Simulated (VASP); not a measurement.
A run of VASP 6.6.1 is set up as follows.

File INCAR:

```
SYSTEM = Ti
PREC = Accurate
ENCUT = 520
EDIFF = 1E-6
ISMEAR = -1
SIGMA = 0.05
LREAL = .False.
LASPH = .True.
NELM = 100
ALGO = Normal
ISIF = 2
LWAVE = .False.
LCHARG = .False.
GGA = RE
IVDW = 13
NBANDS = 19
```

Contents of KPOINTS:

```
regular mesh
0
Gamma
  10 10 6
  0 0 0
```

File POSCAR:

```
Ti
1.0
    2.9343739738      0.0000000000      0.0000000000
   -1.4671869869      2.5412424055      0.0000000000
    0.0000000000      0.0000000000      4.6426866036
Ti
2
Direct
    0.6666666667      0.3333333333      0.7500000000
    0.3333333333      0.6666666667      0.2500000000
```

Potentials or basis: VASP PAW PBE potentials, release 64 (Ti_sv).

Run with:

```console
$ cat potpaw_PBE.64/Ti_sv/POTCAR > POTCAR
$ mpirun -np 1 vasp_std > vasp.out
```

**Question.** What does it give for the band gap on the k mesh?

**Answer.** Zero (band 12 reaches 9.24 eV, above the bottom of band 13 at 8.22 eV).

**Question.** Predict the pressure.

**Answer.** -0.2 GPa.

**Question.** What does it give for the dispersion energy per atom?

**Answer.** -0.308 eV.

Stress tensor (GPa, compression positive):
```
-0.21  0.00  0.00
 0.00 -0.21  0.00
 0.00  0.00 -0.29
```

Caveat: the PAW data sets were made with another functional, which shifts forces and pressure a little; pairwise dispersion overbinds metals, which lowers pressure and volume.
